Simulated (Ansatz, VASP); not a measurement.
One calculation of In, two programs

```
In
1.0
     3.65255    0.00000    0.00000
    -1.82628    3.16320    0.00000
     0.00000    0.00000    5.86997
In
2
Direct
  0.33333 0.66667 0.25000
  0.66667 0.33333 0.75000
```

Alike in both runs: task single point; functional BLYP; k mesh 12 × 12 × 6; occupations fermi-dirac, width 0.1 eV; no spin polarisation.

|  | VASP | Ansatz |
| --- | --- | --- |
| version | VASP 6.6.1 | Ansatz 0.2.0 |
| potentials or method | VASP PAW PBE potentials, release 64 (In_d), cutoff 520 eV | plane waves (420 eV) with PAW, scalar-relativistic |
| valence electrons in the cell | 26 | 26 |

VASP gave:

- pressure (GPa): -1.4
- traceless stress, the component that is largest in VASP (GPa): -0.22

Problem. What did Ansatz give for the same quantities?

Solution. Pressure (GPa): -1.3; traceless stress, the component that is largest in VASP (GPa): -0.23.

VASP's potentials were made for PBE, not for BLYP.
